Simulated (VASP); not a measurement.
# AlCo (P1) in VASP: single point with PBEsol

Aim: the single point of AlCo with PBEsol.

All numbers are computed with VASP 6.6.1; they aren't measurements. Logs are shortened: lines on timing, memory, paths and dates and some standing lists are left out, and cuts for length are marked.

### Step 1. The cell of the first run

The typed cell holds 2 atoms: a = 2.876 Å, b = 2.906 Å, c = 2.612 Å, α = 87.15°, β = 87.61°, γ = 86.72°.

### Step 2. Single point, PBEsol (atoms moved at random and the cell strained at random)

File INCAR:

```
SYSTEM = AlCo
PREC = Accurate
ENCUT = 520
EDIFF = 1E-7
ISMEAR = 0
SIGMA = 0.15
LREAL = .FALSE.
LASPH = .TRUE.
NELM = 60
ALGO = Fast
ISIF = 2
LWAVE = .FALSE.
LCHARG = .TRUE.
GGA = PS
LELF = .TRUE.
LVHAR = .TRUE.
NBANDS = 13
```

File KPOINTS:

```
regular mesh
0
G
  12 12 12
  0 0 0
```

File POSCAR:

```
AlCo
1.0
    2.8740464231      0.0820321147      0.0560755029
    0.0820321147      2.9036012693      0.0676582323
    0.0560755029      0.0676582323      2.6106937586
Al Co
1 1
Direct
   -0.0668244271     -0.0131771631      0.0064652850
    0.5668244271      0.5131771631      0.4935347150
```

Potentials or basis: VASP PAW PBE potentials, release 64 (Al, Co).

Launch:

```sh
$ cat potpaw_PBE.64/Al/POTCAR potpaw_PBE.64/Co/POTCAR > POTCAR
$ mpirun -np 1 vasp_std > vasp.out
```

OUTCAR:

```text
SYSTEM = AlCo
   PREC = Accurate
   ENCUT = 520
   EDIFF = 1E-7
   ISMEAR = 0
   LREAL = .FALSE.
   LASPH = .TRUE.
   NELM = 60
   ISIF = 2
   GGA = PS

 ion  position               nearest neighbor table
   1  0.933  0.987  0.006-   2 2.12   2 2.23   2 2.23   2 2.29   2 2.56   2 2.59   2 2.71   2 2.83

   2  0.567  0.513  0.494-   1 2.12   1 2.23   1 2.23   1 2.29   1 2.56   1 2.59   1 2.71   1 2.83

  LATTYP: Found a triclinic cell.
 ALAT       =     4.0026274030
 B/A-ratio  =     0.6526143988
 C/A-ratio  =     0.9917173012
 COS(alpha) =     0.0062279904
 COS(beta)  =     0.5053419051
 COS(gamma) =     0.6887375450

  Lattice vectors:

 A1 = (  -0.1381076176,  -2.9712595016,  -2.6783519909)
 A2 = (  -0.0560755029,  -0.0676582323,  -2.6106937586)
 A3 = (   2.7920143084,  -2.8215691546,  -0.0115827294)

Analysis of symmetry for initial positions (statically):
=====================================================================
 Subroutine PRICEL returns:
 Original cell was already a primitive cell.

 Routine SETGRP: Setting up the symmetry group for a
 triclinic supercell.

 Subroutine GETGRP returns: Found  1 space group operations
 (whereof  1 operations were pure point group operations)
 out of a pool of  2 trial point group operations.

The static configuration has the point symmetry C_1 .

Analysis of symmetry for dynamics (positions and initial velocities):
=====================================================================
 Subroutine PRICEL returns:
 Original cell was already a primitive cell.

 Routine SETGRP: Setting up the symmetry group for a
 triclinic supercell.

 Subroutine GETGRP returns: Found  1 space group operations
 (whereof  1 operations were pure point group operations)
 out of a pool of  2 trial point group operations.

The dynamic configuration has the point symmetry C_1 .

 Subroutine INISYM returns: Found  1 space group operations
 (whereof  1 operations are pure point group operations),
 and found     1 'primitive' translations

----------------------------------------------------------------------------------------

                                     Primitive cell

  volume of cell :      21.7472

  direct lattice vectors                    reciprocal lattice vectors
     2.874046423  0.082032115  0.056075503     0.348358689 -0.009673267 -0.007231761
     0.082032115  2.903601269  0.067658232    -0.009673267  0.344876614 -0.008729982
     0.056075503  0.067658232  2.610693759    -0.007231761 -0.008729982  0.383421524

  length of vectors
     2.875763650  2.905547665  2.612172276     0.348567994  0.345122679  0.383589072

  position of ions in fractional coordinates (direct lattice)
     0.933175573  0.986822837  0.006465285
     0.566824427  0.513177163  0.493534715

  ion indices of the primitive-cell ions
   primitive index   ion index
                 1           1
                 2           2

----------------------------------------------------------------------------------------

 KPOINTS: regular mesh

Automatic generation of k-mesh.
 Grid dimensions read from file:
 generate k-points for:   12   12   12

 Generating k-lattice:

  Cartesian coordinates                     Fractional coordinates (reciprocal lattice)
     0.029029891 -0.000806106 -0.000602647     0.083333333 -0.000000000  0.000000000
    -0.000806106  0.028739718 -0.000727498    -0.000000000  0.083333333  0.000000000
    -0.000602647 -0.000727498  0.031951794     0.000000000  0.000000000  0.083333333

  Length of vectors
     0.029047333  0.028760223  0.031965756

  Shift w.r.t. Gamma in fractional coordinates (k-lattice)
     0.000000000  0.000000000  0.000000000

 Subroutine IBZKPT returns following result:
 ===========================================

 Found    868 irreducible k-points:

 Following reciprocal coordinates:
            Coordinates               Weight
  0.000000  0.000000  0.000000      1.000000
  0.083333 -0.000000  0.000000      2.000000
  0.166667 -0.000000 -0.000000      2.000000
  0.250000 -0.000000 -0.000000      2.000000
  0.333333 -0.000000 -0.000000      2.000000
  0.416667 -0.000000 -0.000000      2.000000
[... 16 lines left out ...]
  0.250000  0.166667  0.000000      2.000000
  0.333333  0.166667 -0.000000      2.000000
 [... further k-points ...]
   k-points           NKPTS =    868   k-points in BZ     NKDIM =    868   number of bands    NBANDS=     13
   number of dos      NEDOS =    301   number of ions     NIONS =      2
   total plane-waves  NPLWV =  11520
   dimension x,y,z NGX =    24 NGY =   24 NGZ =   20
   dimension x,y,z NGXF=    48 NGYF=   48 NGZF=   40
   ions per type =               1   1
   NGX,Y,Z   is equivalent  to a cutoff of  13.87, 13.73, 12.73 a.u.
   NGXF,Y,Z  is equivalent  to a cutoff of  27.75, 27.46, 25.46 a.u.
 SYSTEM =  AlCo
   PREC   = accura    normal or accurate (medium, high low for compatibility)
   ISTART =      0    job   : 0-new  1-cont  2-samecut
   ICHARG =      2    charge: 1-file 2-atom 10-const
   ISPIN  =      1    spin polarized calculation?
   LNONCOLLINEAR =      F non collinear calculations
   LSORBIT =      F    spin-orbit coupling
   LASPH  =      T    aspherical Exc in radial PAW
   ENCUT  =  520.0 eV  38.22 Ry    6.18 a.u.   5.35  5.40  4.86*2*pi/ulx,y,z
   NELM   =     60;   NELMIN=  2; NELMDL= -5     # of ELM steps
   EDIFF  = 0.1E-06   stopping-criterion for ELM
   LREAL  =      F    real-space projection
   EDIFFG = 0.1E-05   stopping-criterion for IOM
   NSW    =      0    number of steps for IOM
   IBRION =     -1    ionic relax: 0-MD 1-quasi-New 2-CG
   NFREE  =      0    steps in history (QN), initial steepest desc. (CG)
   ISIF   =      2    stress and relaxation
   ISYM   =      2    0-nonsym 1-usesym 2-fastsym
   POTIM  = 0.5000    time-step for ionic-motion
   TEBEG  =    0.0;   TEEND  =   0.0 temperature during run
   PSTRESS=    0.0 pullay stress
   NELECT =      12.0000    total number of electrons
   NUPDOWN=      -1.0000    fix difference up-down
   EMIN   =  10.00;   EMAX   =-10.00  energy-range for DOS
   EFERMI =   0.00;   METHOD = LEGACY
   ISMEAR =     0;   SIGMA  =   0.15  broadening in eV -4-tet -1-fermi 0-gaus
   EFERMI_NEDOS =   21; number of points for ismear=-14 and -15
   IALGO  =     68    algorithm
   IMIX   =      4    mixing-type and parameters
     AMIX     =   0.40;   BMIX     =  1.00
     AMIX_MAG =   1.60;   BMIX_MAG =  1.00
  volume/ion in A,a.u.               =      10.87        73.38
  Fermi-wavevector in a.u.,A,eV,Ry     =   1.342767  2.537461 24.531614  1.803023
  Thomas-Fermi vector in A             =   2.470894
   LORBIT       =      0    0 simple, 1 ext, 2 COOP (PROOUT), +10 PAW based schemes
   GGA     = PS    functional components
   LHFCALC =     F    Hartree Fock is set to
   AEXX    =    0.0000 exact exchange contribution
   IVDW    =     0    specifies the selected vdW correction
   LEPSILON=     F    determine dielectric tensor
   LRPA    =     F    only Hartree local field effects (RPA)
 non-spin polarized calculation
 RMM-DIIS sequential band-by-band and
 Gauss-broadening in eV      SIGMA  =   0.15
  energy-cutoff  :      520.00
  volume of cell :       21.75
 maximum number of plane-waves:       600
 NGX is ok and might be reduce to    24
   NGX = 11   NGY = 11   NGZ =  9

 number of electron      11.9999999 magnetization

 Free energy of the ion-electron system (eV)
  ---------------------------------------------------
  ext. energy  EPLUGINS =         0.00000000
  ---------------------------------------------------
  free energy    TOTEN  =       -12.23207160 eV

  energy without entropy =      -12.22119439  energy(sigma->0) =      -12.22663300

 E-fermi :  11.0871     XC(G=0): -12.6442

 val. band max:       11.0855102800   @ k =  -0.3333   0.2500   0.5000
 cond. band min:      11.0890394074   @ k =   0.5000  -0.0000   0.5000
 fundamental gap:      0.0035291274
 Fermi energy:        11.0870650886

 k-point     1 :       0.0000    0.0000    0.0000
  band No.  band energies     occupation
      1      -0.1649      2.00000
      2       7.7715      2.00000
      3       7.9455      2.00000
      4      10.0107      2.00000
      5      10.3542      2.00000
      6      10.5642      2.00000
      7      16.2204      0.00000
      8      16.8458      0.00000
      9      20.1993      0.00000
     10      20.2861      0.00000
     11      20.6006      0.00000
     12      26.9029      0.00000
     13      30.5144      0.00000

 k-point     2 :       0.0833   -0.0000    0.0000
  band No.  band energies     occupation
      1      -0.0361      2.00000
      2       7.7905      2.00000
      3       7.9294      2.00000
      4       9.9389      2.00000
      5      10.3555      2.00000
      6      10.5210      2.00000
      7      15.6344      0.00000
      8      16.5681      0.00000
      9      20.2767      0.00000
     10      20.6330      0.00000
     11      21.4327      0.00000
     12      27.0151      0.00000
     13      29.7858      0.00000

 k-point     3 :       0.1667   -0.0000   -0.0000
  band No.  band energies     occupation
      1       0.3469      2.00000
      2       7.7294      2.00000
      3       7.9420      2.00000
      4       9.7531      2.00000
      5      10.3545      2.00000
      6      10.4155      2.00000
      7      13.9918      0.00000
      8      17.0371      0.00000
      9      20.2529      0.00000
     10      21.0660      0.00000
     11      23.2529      0.00000
     12      27.0748      0.00000
     13      28.7783      0.00000
[... 305 lines left out ...]
 k-point    23 :       0.2500    0.1667    0.0000
  band No.  band energies     occupation
      1       1.3772      2.00000
      2       7.6403      2.00000
      3       8.0111      2.00000
      4       9.1610      2.00000
      5      10.2363      2.00000
      6      10.2684      2.00000
      7      12.9783      0.00000
      8      15.5399      0.00000
      9      20.9040      0.00000
     10      22.2362      0.00000
     11      23.9445      0.00000
     12      25.5818      0.00000
     13      30.1189      0.00000

 k-point    24 :       0.3333    0.1667   -0.0000
  band No.  band energies     occupation
      1       2.1812      2.00000
      2       6.9124      2.00000
      3       8.1861      2.00000
      4       9.0664      2.00000
      5      10.1268      2.00000
      6      10.2585      2.00000
      7      11.9631      0.00000
      8      16.3420      0.00000
      9      19.6428      0.00000
     10      22.9251      0.00000
     11      24.0077      0.00000
     12      27.0325      0.00000
     13      28.6940      0.00000

 [... further k-points ...]
[... 5 lines left out ...]
  --------------------------------------------------------------------------------------
  -------------------------------------------------------------------------------------
  Total        0.8462713      3.1463122      5.5640722     -0.1765491     -1.3757047     -1.0121221
  in kB       62.3470999    231.7973520    409.9202906    -13.0068490   -101.3518979    -74.5657804
  external PRESSURE =     234.6882475 kB  Pullay stress =       0.0000000 kB

 VOLUME and BASIS-vectors are now :
 -----------------------------------------------------------------------------
  energy-cutoff  :      520.00
  volume of cell :       21.75
      direct lattice vectors                 reciprocal lattice vectors
     2.874046423  0.082032115  0.056075503     0.348358689 -0.009673267 -0.007231761
     0.082032115  2.903601269  0.067658232    -0.009673267  0.344876614 -0.008729982
     0.056075503  0.067658232  2.610693759    -0.007231761 -0.008729982  0.383421524

 POSITION                                       TOTAL-FORCE (eV/Angst)
 -----------------------------------------------------------------------------------
      2.76330      2.94233      0.13597         3.284145      0.438474     -0.903665
      1.69885      1.56995      1.35497        -3.284145     -0.438474      0.903665
 -----------------------------------------------------------------------------------
    total drift:                                0.000305      0.000127     -0.000192

  FREE ENERGIE OF THE ION-ELECTRON SYSTEM (eV)
  ---------------------------------------------------
  free  energy   TOTEN  =       -12.2320715991 eV

  energy  without entropy=      -12.2211943926  energy(sigma->0) =      -12.22663300
```

It took 3.9 min on 1 thread of AMD EPYC 7R43 (Zen 3), shared host; peak memory 0.32 GiB.

Results:

| Property | Result |
| --- | --- |
| Free energy | -12.2321 eV |
| Pressure | 23.5 GPa |
| Largest force | 3.434 eV/Å |
| Band gap on the k mesh | zero (band 6 reaches 12.72 eV, above the bottom of band 7 at 10.71 eV) |

Forces on the atoms (eV/Å):
```
Al   3.284  0.438 -0.904
Co  -3.284 -0.438  0.904
```

Stress tensor (GPa, compression positive):
```
  6.23  -1.30  -7.46
 -1.30  23.18 -10.14
 -7.46 -10.14  40.99
```

Caveat: the cell differs from its parent crystal (atoms moved at random and the cell strained at random); the PAW data sets were made with another functional, which shifts forces and pressure a little.
